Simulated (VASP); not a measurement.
# MgO (Fm-3m) in VASP: single point with PBE

Aim: the single point of MgO with PBE.

Program: VASP 6.6.1. These are calculated values, not measurements. Logs are shortened: lines on timing, memory, paths and dates and some standing lists are left out, and cuts for length are marked.

## (1) The cell of the first run

The structure is cubic, space group Fm-3m (No. 225). Conventional cell: a = 4.343 Å, b = 4.343 Å, c = 4.343 Å, α = 90.00°, β = 90.00°, γ = 90.00°. Within 2.9 Å of Mg (site symmetry m-3m) lie 6 O at 2.17 Å. Within 2.9 Å of O (site symmetry m-3m) lie 6 Mg at 2.17 Å.

## (2) Single point, PBE

INCAR

```
SYSTEM = MgO
ALGO = Normal
EDIFF = 1E-6
ENCUT = 840
GGA = PE
GGA_COMPAT = .False.
ISIF = 2
ISMEAR = -1
LASPH = .True.
LCHARG = .True.
LELF = .True.
LREAL = .False.
LVHAR = .True.
LWAVE = .False.
NBANDS = 15
NELM = 120
PREC = Accurate
SIGMA = 0.02
```

KPOINTS

```
k-points
0
Gamma
  9 9 9
  0 0 0
```

POSCAR

```
MgO
1.0
    0.0000000000      2.1712500000      2.1712500000
    2.1712500000      0.0000000000      2.1712500000
    2.1712500000      2.1712500000      0.0000000000
Mg O
1 1
Direct
    0.0000000000      0.0000000000      0.0000000000
    0.5000000000      0.5000000000      0.5000000000
```

Potentials or basis: VASP PAW PBE potentials, release 64 (Mg_sv, O).

Run with:

```
> cat potpaw_PBE.64/Mg_sv/POTCAR potpaw_PBE.64/O/POTCAR > POTCAR
> mpirun -np 1 vasp_std > vasp.out
```

OUTCAR:

```text
SYSTEM = MgO
   EDIFF = 1E-6
   ENCUT = 840
   GGA = PE
   ISIF = 2
   ISMEAR = -1
   LASPH = .True.
   LREAL = .False.
   NELM = 120
   PREC = Accurate

 ion  position               nearest neighbor table
   1  0.000  0.000  0.000-
   2  0.500  0.500  0.500-

  LATTYP: Found a face centered cubic cell.
 ALAT       =     4.3425000000

  Lattice vectors:

 A1 = (   0.0000000000,   2.1712500000,   2.1712500000)
 A2 = (   2.1712500000,   0.0000000000,   2.1712500000)
 A3 = (   2.1712500000,   2.1712500000,   0.0000000000)

Analysis of symmetry for initial positions (statically):
=====================================================================
 Subroutine PRICEL returns:
 Original cell was already a primitive cell.

 Routine SETGRP: Setting up the symmetry group for a
 face centered cubic supercell.

 Subroutine GETGRP returns: Found 48 space group operations
 (whereof 48 operations were pure point group operations)
 out of a pool of 48 trial point group operations.

The static configuration has the point symmetry O_h .

Analysis of symmetry for dynamics (positions and initial velocities):
=====================================================================
 Subroutine PRICEL returns:
 Original cell was already a primitive cell.

 Routine SETGRP: Setting up the symmetry group for a
 face centered cubic supercell.

 Subroutine GETGRP returns: Found 48 space group operations
 (whereof 48 operations were pure point group operations)
 out of a pool of 48 trial point group operations.

The dynamic configuration has the point symmetry O_h .

 Subroutine INISYM returns: Found 48 space group operations
 (whereof 48 operations are pure point group operations),
 and found     1 'primitive' translations

----------------------------------------------------------------------------------------

                                     Primitive cell

  volume of cell :      20.4720

  direct lattice vectors                    reciprocal lattice vectors
     0.000000000  2.171250000  2.171250000    -0.230282096  0.230282096  0.230282096
     2.171250000  0.000000000  2.171250000     0.230282096 -0.230282096  0.230282096
     2.171250000  2.171250000  0.000000000     0.230282096  0.230282096 -0.230282096

  length of vectors
     3.070611197  3.070611197  3.070611197     0.398860290  0.398860290  0.398860290

  position of ions in fractional coordinates (direct lattice)
     0.000000000  0.000000000  0.000000000
     0.500000000  0.500000000  0.500000000

  ion indices of the primitive-cell ions
[... 85 lines left out ...]
   PSTRESS=    0.0 pullay stress
   NELECT =      16.0000    total number of electrons
   NUPDOWN=      -1.0000    fix difference up-down
   EMIN   =  10.00;   EMAX   =-10.00  energy-range for DOS
   EFERMI =   0.00;   METHOD = LEGACY
   ISMEAR =    -1;   SIGMA  =   0.02  broadening in eV -4-tet -1-fermi 0-gaus
   EFERMI_NEDOS =   21; number of points for ismear=-14 and -15
   IALGO  =     38    algorithm
   IMIX   =      4    mixing-type and parameters
     AMIX     =   0.40;   BMIX     =  1.00
     AMIX_MAG =   1.60;   BMIX_MAG =  1.00
  volume/ion in A,a.u.               =      10.24        69.08
  Fermi-wavevector in a.u.,A,eV,Ry     =   1.507978  2.849665 30.939615  2.273998
  Thomas-Fermi vector in A             =   2.618493
   LORBIT       =      0    0 simple, 1 ext, 2 COOP (PROOUT), +10 PAW based schemes
   GGA     = PE    functional components
   LHFCALC =     F    Hartree Fock is set to
   AEXX    =    0.0000 exact exchange contribution
   IVDW    =     0    specifies the selected vdW correction
   LEPSILON=     F    determine dielectric tensor
   LRPA    =     F    only Hartree local field effects (RPA)
 non-spin polarized calculation
  energy-cutoff  :      840.00
  volume of cell :       20.47
 maximum number of plane-waves:      1147
 NGX is ok and might be reduce to    30
   NGX = 15   NGY = 15   NGZ = 15

 number of electron      16.0000006 magnetization

 Free energy of the ion-electron system (eV)
  ---------------------------------------------------
  ext. energy  EPLUGINS =         0.00000000
  ---------------------------------------------------
  free energy    TOTEN  =       -11.85568944 eV

  energy without entropy =      -11.85568944  energy(sigma->0) =      -11.85568944

 E-fermi :   2.7182     XC(G=0): -10.9395

 val. band max:        2.2897886676   @ k =   0.0000   0.0000   0.0000
 cond. band min:       6.1915948908   @ k =   0.0000   0.0000   0.0000
 fundamental gap:      3.9018062233
 Fermi energy:         2.7182243174

 k-point     1 :       0.0000    0.0000    0.0000
  band No.  band energies     occupation
      1     -70.3092      2.00000
      2     -37.0433      2.00000
      3     -37.0433      2.00000
      4     -37.0433      2.00000
      5     -14.5195      2.00000
      6       2.2898      2.00000
      7       2.2898      2.00000
      8       2.2898      2.00000
      9       6.1916      0.00000
     10      17.5729      0.00000
     11      17.5729      0.00000
     12      17.5729      0.00000
     13      21.2515      0.00000
     14      22.9308      0.00000
[... 401 lines left out ...]
      2     -37.0928      2.00000
      3     -37.0629      2.00000
      4     -37.0629      2.00000
      5     -13.2739      2.00000
      6      -1.3494      2.00000
      7       1.1030      2.00000
      8       1.1030      2.00000
      9      11.3069      0.00000
     10      11.3850      0.00000
     11      14.4700      0.00000
     12      19.8632      0.00000
     13      19.8632      0.00000
     14      26.1151      0.00000
     15      27.6289      0.00000

 [... further k-points ...]

------------------------ aborting loop because EDIFF is reached ----------------------------------------

  FORCE on cell =-STRESS in cart. coord.  units (eV):
  Direction    XX          YY          ZZ          XY          YZ          ZX
  --------------------------------------------------------------------------------------
  -------------------------------------------------------------------------------------
  Total       -1.0444363     -1.0444363     -1.0444363      0.0000000      0.0000000      0.0000000
  in kB      -81.7397057    -81.7397057    -81.7397057      0.0000000      0.0000000      0.0000000
  external PRESSURE =     -81.7397057 kB  Pullay stress =       0.0000000 kB

 VOLUME and BASIS-vectors are now :
 -----------------------------------------------------------------------------
  energy-cutoff  :      840.00
  volume of cell :       20.47
      direct lattice vectors                 reciprocal lattice vectors
     0.000000000  2.171250000  2.171250000    -0.230282096  0.230282096  0.230282096
     2.171250000  0.000000000  2.171250000     0.230282096 -0.230282096  0.230282096
     2.171250000  2.171250000  0.000000000     0.230282096  0.230282096 -0.230282096

 POSITION                                       TOTAL-FORCE (eV/Angst)
 -----------------------------------------------------------------------------------
      0.00000      0.00000      0.00000         0.000000     -0.000000      0.000000
      2.17125      2.17125      2.17125        -0.000000      0.000000     -0.000000
 -----------------------------------------------------------------------------------
    total drift:                                0.000000      0.000000      0.000000

  FREE ENERGIE OF THE ION-ELECTRON SYSTEM (eV)
  ---------------------------------------------------
  free  energy   TOTEN  =       -11.8556894403 eV

  energy  without entropy=      -11.8556894403  energy(sigma->0) =      -11.85568944
```

Run time: 21 s. Hardware: 1 thread of Intel Xeon Platinum 8259CL at 2.50GHz (Skylake/Cascade Lake), shared host; peak memory 0.17 GiB.

What came out:

| Property | Result |
| --- | --- |
| Free energy | -11.8557 eV |
| Pressure | -8.2 GPa |
| Band gap on the k mesh | 3.90 eV |

Levels at points of the mesh, in eV from the valence-band top:
| k point | band 5 | band 6 | band 7 | band 8 | band 9 | band 10 | band 11 | band 12 |
| --- | --- | --- | --- | --- | --- | --- | --- | --- |
| (0.00, 0.00, 0.00) | -16.81 | 0.00 | 0.00 | 0.00 | 3.90 | 15.28 | 15.28 | 15.28 |

Caveat: the cell stands under tension.
